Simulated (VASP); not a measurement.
# FeSi (P2_13) in VASP: a series of runs

FeSi is run at these levels: PBE; tasks: relaxation of the atoms.

Program: VASP 6.6.1. These are calculated values, not measurements. Logs are shortened: lines on timing, memory, paths and dates and some standing lists are left out, and cuts for length are marked.

### Step 1. The cell of the first run

It takes space group P2_13 (No. 198, cubic). The conventional cell has a = 4.129 Å, b = 4.129 Å, c = 4.129 Å, α = 90.00°, β = 90.00°, γ = 90.00°. Within 2.8 Å of Fe (site symmetry 3) lie 7 Si at 2.13 to 2.28 Å and 6 Fe at 2.54 Å. Within 2.8 Å of Si (site symmetry 3) lie 7 Fe at 2.13 to 2.28 Å and 6 Si at 2.56 Å.

### Step 2. Relaxation of the atoms, PBE (8.80 Å³/atom)

Contents of INCAR:

```
SYSTEM = FeSi
PREC     = Accurate       ! precision mode
ENCUT    = 520            ! plane-wave cutoff, eV
EDIFF    = 1E-7           ! SCF threshold, eV
ISMEAR   = 0              ! smearing method
SIGMA    = 0.05           ! smearing width, eV
LREAL    = .False.        ! projectors in reciprocal space
LASPH    = .True.         ! aspherical terms in the spheres
NELM     = 80             ! most SCF steps
ALGO     = Normal         ! electronic algorithm
ISIF     = 2              ! what is computed and relaxed
LWAVE    = .False.        ! write WAVECAR
LCHARG   = .False.        ! write CHGCAR
GGA      = PE             ! functional
IBRION   = 2              ! ionic algorithm
NSW      = 60             ! ionic steps
EDIFFG   = -0.01          ! ionic threshold
```

Contents of KPOINTS:

```
regular mesh
0
Gamma
  8 8 8
  0 0 0
```

Contents of POSCAR:

```
FeSi
1.0
    4.1292040440      0.0000000000      0.0000000000
    0.0000000000      4.1292040440      0.0000000000
    0.0000000000      0.0000000000      4.1292040440
Fe Si
4 4
Direct
    0.1417286777      0.1417286777      0.1417286777
    0.3582713223      0.8582713223      0.6417286777
    0.6417286777      0.3582713223      0.8582713223
    0.8582713223      0.6417286777      0.3582713223
    0.8433233320      0.8433233320      0.8433233320
    0.6566766680      0.1566766680      0.3433233320
    0.3433233320      0.6566766680      0.1566766680
    0.1566766680      0.3433233320      0.6566766680
```

Potentials or basis: VASP PAW PBE potentials, release 64 (Fe, Si).

Command:

```
$ cat potpaw_PBE.64/Fe/POTCAR potpaw_PBE.64/Si/POTCAR > POTCAR
$ mpirun -np 1 vasp_std > vasp.out
```

OUTCAR:

```text
SYSTEM = FeSi
   PREC = Accurate
   ENCUT = 520
   EDIFF = 1E-7
   ISMEAR = 0
   LREAL = .False.
   LASPH = .True.
   NELM = 80
   ISIF = 2
   GGA = PE
   IBRION = 2
   NSW = 60
   EDIFFG = -0.01

 ion  position               nearest neighbor table
   1  0.142  0.142  0.142-   5 2.13   6 2.17   7 2.17   8 2.17   7 2.28   8 2.28   6 2.28   3 2.54
                             4 2.54   2 2.54   2 2.54   4 2.54   3 2.54
   2  0.358  0.858  0.642-   6 2.13   5 2.17   7 2.17   8 2.17   7 2.28   8 2.28   5 2.28   1 2.54
                             1 2.54   3 2.54   3 2.54   4 2.54   4 2.54
   3  0.642  0.358  0.858-   7 2.13   6 2.17   5 2.17   8 2.17   8 2.28   6 2.28   5 2.28   1 2.54
                             4 2.54   2 2.54   2 2.54   4 2.54   1 2.54
   4  0.858  0.642  0.358-   8 2.13   6 2.17   7 2.17   5 2.17   6 2.28   5 2.28   7 2.28   1 2.54
                             3 2.54   2 2.54   1 2.54   2 2.54   3 2.54
   5  0.843  0.843  0.843-   1 2.13   2 2.17   3 2.17   4 2.17   3 2.28   4 2.28   2 2.28   6 2.56
                             7 2.56   8 2.56   6 2.56   8 2.56   7 2.56
   6  0.657  0.157  0.343-   2 2.13   1 2.17   3 2.17   4 2.17   3 2.28   4 2.28   1 2.28   8 2.56
                             5 2.56   5 2.56   7 2.56   7 2.56   8 2.56
   7  0.343  0.657  0.157-   3 2.13   2 2.17   1 2.17   4 2.17   4 2.28   2 2.28   1 2.28   8 2.56
                             5 2.56   8 2.56   6 2.56   6 2.56   5 2.56
   8  0.157  0.343  0.657-   4 2.13   2 2.17   3 2.17   1 2.17   2 2.28   1 2.28   3 2.28   7 2.56
                             5 2.56   7 2.56   5 2.56   6 2.56   6 2.56

  LATTYP: Found a simple cubic cell.
 ALAT       =     4.1292040440

  Lattice vectors:

 A1 = (   4.1292040440,   0.0000000000,   0.0000000000)
 A2 = (   0.0000000000,   4.1292040440,   0.0000000000)
 A3 = (   0.0000000000,   0.0000000000,   4.1292040440)

Analysis of symmetry for initial positions (statically):
=====================================================================
 Subroutine PRICEL returns:
 Original cell was already a primitive cell.

 Routine SETGRP: Setting up the symmetry group for a
 simple cubic supercell.

 Subroutine GETGRP returns: Found 12 space group operations
 (whereof  3 operations were pure point group operations)
 out of a pool of 48 trial point group operations.

The static configuration has the point symmetry C_3 .
 The point group associated with its full space group is T   .

Analysis of symmetry for dynamics (positions and initial velocities):
=====================================================================
 Subroutine PRICEL returns:
 Original cell was already a primitive cell.

 Routine SETGRP: Setting up the symmetry group for a
 simple cubic supercell.

 Subroutine GETGRP returns: Found 12 space group operations
 (whereof  3 operations were pure point group operations)
 out of a pool of 48 trial point group operations.

The dynamic configuration has the point symmetry C_3 .
 The point group associated with its full space group is T   .

 Subroutine INISYM returns: Found 12 space group operations
 (whereof  3 operations are pure point group operations),
 and found     1 'primitive' translations

----------------------------------------------------------------------------------------

                                     Primitive cell

  volume of cell :      70.4043

  direct lattice vectors                    reciprocal lattice vectors
     4.129204044  0.000000000  0.000000000     0.242177424  0.000000000  0.000000000
     0.000000000  4.129204044  0.000000000     0.000000000  0.242177424  0.000000000
     0.000000000  0.000000000  4.129204044     0.000000000  0.000000000  0.242177424

  length of vectors
     4.129204044  4.129204044  4.129204044     0.242177424  0.242177424  0.242177424

  position of ions in fractional coordinates (direct lattice)
     0.141728678  0.141728678  0.141728678
     0.358271322  0.858271322  0.641728678
     0.641728678  0.358271322  0.858271322
     0.858271322  0.641728678  0.358271322
     0.843323332  0.843323332  0.843323332
     0.656676668  0.156676668  0.343323332
     0.343323332  0.656676668  0.156676668
     0.156676668  0.343323332  0.656676668

  ion indices of the primitive-cell ions
   primitive index   ion index
                 1           1
                 2           2
                 3           3
                 4           4
                 5           5
                 6           6
                 7           7
                 8           8

----------------------------------------------------------------------------------------

 KPOINTS: regular mesh

Automatic generation of k-mesh.
 Grid dimensions read from file:
 generate k-points for:    8    8    8

 Generating k-lattice:

  Cartesian coordinates                     Fractional coordinates (reciprocal lattice)
     0.030272178  0.000000000  0.000000000     0.125000000  0.000000000  0.000000000
     0.000000000  0.030272178  0.000000000     0.000000000  0.125000000  0.000000000
     0.000000000  0.000000000  0.030272178     0.000000000  0.000000000  0.125000000

  Length of vectors
     0.030272178  0.030272178  0.030272178

  Shift w.r.t. Gamma in fractional coordinates (k-lattice)
     0.000000000  0.000000000  0.000000000

 Subroutine IBZKPT returns following result:
 ===========================================

 Found     45 irreducible k-points:

 Following reciprocal coordinates:
            Coordinates               Weight
  0.000000  0.000000  0.000000      1.000000
  0.125000  0.000000  0.000000      6.000000
  0.250000  0.000000  0.000000      6.000000
  0.375000  0.000000  0.000000      6.000000
  0.500000  0.000000  0.000000      3.000000
  0.125000  0.125000  0.000000     12.000000
[... 16 lines left out ...]
  0.250000  0.125000  0.125000     24.000000
  0.375000  0.125000  0.125000     24.000000
 [... further k-points ...]
   k-points           NKPTS =     45   k-points in BZ     NKDIM =     45   number of bands    NBANDS=     29
   number of dos      NEDOS =    301   number of ions     NIONS =      8
   total plane-waves  NPLWV =  32768
   dimension x,y,z NGX =    32 NGY =   32 NGZ =   32
   dimension x,y,z NGXF=    64 NGYF=   64 NGZF=   64
   ions per type =               4   4
   NGX,Y,Z   is equivalent  to a cutoff of  12.88, 12.88, 12.88 a.u.
   NGXF,Y,Z  is equivalent  to a cutoff of  25.77, 25.77, 25.77 a.u.
 SYSTEM =  FeSi
   PREC   = accura    normal or accurate (medium, high low for compatibility)
   ISTART =      0    job   : 0-new  1-cont  2-samecut
   ICHARG =      2    charge: 1-file 2-atom 10-const
   ISPIN  =      1    spin polarized calculation?
   LNONCOLLINEAR =      F non collinear calculations
   LSORBIT =      F    spin-orbit coupling
   LASPH  =      T    aspherical Exc in radial PAW
   ENCUT  =  520.0 eV  38.22 Ry    6.18 a.u.   7.68  7.68  7.68*2*pi/ulx,y,z
   NELM   =     80;   NELMIN=  2; NELMDL= -5     # of ELM steps
   EDIFF  = 0.1E-06   stopping-criterion for ELM
   LREAL  =      F    real-space projection
   EDIFFG = -.1E-01   stopping-criterion for IOM
   NSW    =     60    number of steps for IOM
   IBRION =      2    ionic relax: 0-MD 1-quasi-New 2-CG
   NFREE  =      1    steps in history (QN), initial steepest desc. (CG)
   ISIF   =      2    stress and relaxation
   ISYM   =      2    0-nonsym 1-usesym 2-fastsym
   POTIM  = 0.5000    time-step for ionic-motion
   TEBEG  =    0.0;   TEEND  =   0.0 temperature during run
   PSTRESS=    0.0 pullay stress
   NELECT =      48.0000    total number of electrons
   NUPDOWN=      -1.0000    fix difference up-down
   EMIN   =  10.00;   EMAX   =-10.00  energy-range for DOS
   EFERMI =   0.00;   METHOD = LEGACY
   ISMEAR =     0;   SIGMA  =   0.05  broadening in eV -4-tet -1-fermi 0-gaus
   EFERMI_NEDOS =   21; number of points for ismear=-14 and -15
   IALGO  =     38    algorithm
   IMIX   =      4    mixing-type and parameters
     AMIX     =   0.40;   BMIX     =  1.00
     AMIX_MAG =   1.60;   BMIX_MAG =  1.00
  volume/ion in A,a.u.               =       8.80        59.39
  Fermi-wavevector in a.u.,A,eV,Ry     =   1.440861  2.722833 28.246808  2.076082
  Thomas-Fermi vector in A             =   2.559558
   LORBIT       =      0    0 simple, 1 ext, 2 COOP (PROOUT), +10 PAW based schemes
   GGA     = PE    functional components
   LHFCALC =     F    Hartree Fock is set to
   AEXX    =    0.0000 exact exchange contribution
   IVDW    =     0    specifies the selected vdW correction
   LEPSILON=     F    determine dielectric tensor
   LRPA    =     F    only Hartree local field effects (RPA)
 conjugate gradient relaxation of ions
 non-spin polarized calculation
 Gauss-broadening in eV      SIGMA  =   0.05
  energy-cutoff  :      520.00
  volume of cell :       70.40
 maximum number of plane-waves:      1924
   NGX = 15   NGY = 15   NGZ = 15

--------------------------------------- Ionic step        1  -------------------------------------------

 number of electron      47.9999977 magnetization

 Free energy of the ion-electron system (eV)
  ---------------------------------------------------
  ext. energy  EPLUGINS =         0.00000000
  ---------------------------------------------------
  free energy    TOTEN  =       -55.09586045 eV

  energy without entropy =      -55.09551754  energy(sigma->0) =      -55.09568899

------------------------ aborting loop because EDIFF is reached ----------------------------------------

  FORCE on cell =-STRESS in cart. coord.  units (eV):
  Direction    XX          YY          ZZ          XY          YZ          ZX
  --------------------------------------------------------------------------------------
  -------------------------------------------------------------------------------------
  Total       36.3494412     36.3494412     36.3494412      0.0000000      0.0000000      0.0000000
  in kB      827.1976455    827.1976455    827.1976455      0.0000000      0.0000000      0.0000000
  external PRESSURE =     827.1976455 kB  Pullay stress =       0.0000000 kB
[... 69 lines left out ...]
  energy  without entropy=      -55.0999233028  energy(sigma->0) =      -55.10019392

--------------------------------------- Ionic step        3  -------------------------------------------

 number of electron      47.9999982 magnetization

 Free energy of the ion-electron system (eV)
  ---------------------------------------------------
  ext. energy  EPLUGINS =         0.00000000
  ---------------------------------------------------
  free energy    TOTEN  =       -55.10075728 eV

  energy without entropy =      -55.10026144  energy(sigma->0) =      -55.10050936

 E-fermi :  12.9745     XC(G=0): -13.9518

 val. band max:       12.9034076398   @ k =   0.5000   0.0000   0.0000
 cond. band min:      13.0510987321   @ k =   0.3750   0.1250   0.1250
 fundamental gap:      0.1476910923
 Fermi energy:        12.9745457198

 k-point     1 :       0.0000    0.0000    0.0000
  band No.  band energies     occupation
      1      -2.2154      2.00000
      2       3.8634      2.00000
      3       3.8634      2.00000
      4       3.8634      2.00000
      5       6.8364      2.00000
      6       6.8364      2.00000
[... 757 lines left out ...]
     28      15.8725      0.00000
     29      16.3070      0.00000

 [... further k-points ...]

------------------------ aborting loop because EDIFF is reached ----------------------------------------

  FORCE on cell =-STRESS in cart. coord.  units (eV):
  Direction    XX          YY          ZZ          XY          YZ          ZX
  --------------------------------------------------------------------------------------
  -------------------------------------------------------------------------------------
  Total       36.1863915     36.1863915     36.1863915      0.0000000      0.0000000      0.0000000
  in kB      823.4871516    823.4871516    823.4871516      0.0000000      0.0000000      0.0000000
  external PRESSURE =     823.4871516 kB  Pullay stress =       0.0000000 kB
[... 23 lines left out ...]
  FREE ENERGIE OF THE ION-ELECTRON SYSTEM (eV)
  ---------------------------------------------------
  free  energy   TOTEN  =       -55.1007572836 eV

  energy  without entropy=      -55.1002614385  energy(sigma->0) =      -55.10050936

 reached required accuracy - stopping structural energy minimisation
```

Run time: 2 min. Hardware: 1 thread of AMD EPYC 9R45 (Zen 5), shared host; peak memory 0.19 GiB.

Results:

| Quantity | Value |
| --- | --- |
| Free energy | -55.1008 eV |
| Energy gained by relaxing | 0.6 meV/atom |
| Ionic steps | 3 |
| Pressure after relaxing | 82.3 GPa |
| Band gap on the k mesh | 0.15 eV (least direct gap 0.18 eV) |

Forces on the atoms (eV/Å):
```
Fe   0.000  0.000  0.000
Fe   0.000  0.000  0.000
Fe   0.000  0.000  0.000
Fe   0.000  0.000  0.000
Si   0.001  0.001  0.001
Si  -0.001 -0.001  0.001
Si   0.001 -0.001 -0.001
Si  -0.001  0.001 -0.001
```

Step by step:
| step | energy change (eV) | largest force (eV/Å) | pressure (GPa) |
| --- | --- | --- | --- |
| 1 | 0.0000 | 0.2361 | 82.72 |
| 2 | -0.0046 | 0.0589 | 82.27 |
| 3 | -0.0049 | 0.0024 | 82.35 |

Final structure:
```
CELL_PARAMETERS angstrom
4.12920 0.00000 0.00000
0.00000 4.12920 0.00000
0.00000 0.00000 4.12920
ATOMIC_POSITIONS crystal
Fe 0.14301 0.14301 0.14301
Fe 0.35699 0.85699 0.64301
Fe 0.64301 0.35699 0.85699
Fe 0.85699 0.64301 0.35699
Si 0.84378 0.84378 0.84378
Si 0.65622 0.15622 0.34378
Si 0.34378 0.65622 0.15622
Si 0.15622 0.34378 0.65622
```

Levels at points of the mesh, in eV from the valence-band top:
```tsv
k point	band 20	band 21	band 22	band 23	band 24	band 25	band 26	band 27	band 28	band 29
(0.00, 0.00, 0.00)	-0.42	-0.42	-0.42	-0.13	-0.13	0.89	0.89	0.89	4.21	4.21
(0.50, 0.00, 0.00)	-1.76	-0.59	-0.59	0.00	0.00	0.20	0.20	2.23	2.23	3.27
(0.50, 0.50, 0.00)	-1.74	-1.36	-1.36	-0.53	-0.53	0.82	0.82	1.77	1.77	3.82
(0.50, 0.50, 0.50)	-1.04	-0.99	-0.99	-0.99	-0.99	0.64	0.64	0.64	0.64	7.18
```

(Continued in part 2 of 2.)
